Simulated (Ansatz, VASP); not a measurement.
# Two plane-wave programs on Co

Contents of INCAR:

```
SYSTEM = Co
PREC = Accurate
ENCUT = 600
EDIFF = 1E-6
ISMEAR = -1
SIGMA = 0.1
LREAL = .FALSE.
LASPH = .TRUE.
NELM = 120
ALGO = Normal
ISIF = 2
LWAVE = .FALSE.
LCHARG = .TRUE.
GGA = PE
LELF = .TRUE.
LVHAR = .TRUE.
NBANDS = 24
GGA_COMPAT = .FALSE.
```

File KPOINTS:

```
Automatic mesh
0
G
  12 12 12
  0 0 0
```

File POSCAR:

```
Co
1.0
    0.0000000000      2.4626286587      2.4626286587
    2.4626286587      0.0000000000      2.4626286587
    2.4626286587      2.4626286587      0.0000000000
Co
2
Direct
    0.1250000000      0.1250000000      0.1250000000
    0.8750000000      0.8750000000      0.8750000000
```

Input for Ansatz:

```yaml
crystal:
  lattice:
    - [0.0, 2.4626286587, 2.4626286587]
    - [2.4626286587, 0.0, 2.4626286587]
    - [2.4626286587, 2.4626286587, 0.0]
  atoms:
    - { symbol: Co, position: [0.125, 0.125, 0.125] }
    - { symbol: Co, position: [0.875, 0.875, 0.875] }
hamiltonian:
  xc: pbe
  pseudopotentials:
    kind: paw
    azcp:
      Co: "pseudopotentials/Co.paw.azcp"
basis:
  ecutwfc: 420
  fft_grid_basis: typed
kpoints:
  mp_grid: { grid: [12, 12, 12], shift: [0, 0, 0] }
magnetization:
  spin_polarized: false
scf:
  occupations: { method: fermi_dirac, width: 0.1 }
  lower_state_search: "off"
output:
  stress: true
  write_density: true
  write_potential: true
  elf: true
  volumetric_format: npy
```

Alike in both runs: task single point; functional PBE; k mesh 12 × 12 × 12; occupations fermi-dirac, width 0.1 eV; no spin polarisation.

|  | VASP | Ansatz |
| --- | --- | --- |
| version | VASP 6.6.1 | Ansatz 0.2.0 |
| potentials or method | VASP PAW PBE potentials, release 64 (Co_sv), cutoff 600 eV | plane waves (420 eV) with PAW, scalar-relativistic |
| valence electrons in the cell | 34 | 34 |

|  | VASP | Ansatz | Ansatz less VASP |
| --- | --- | --- | --- |
| pressure (GPa) | -2.6 | 0.0 | +2.56 |
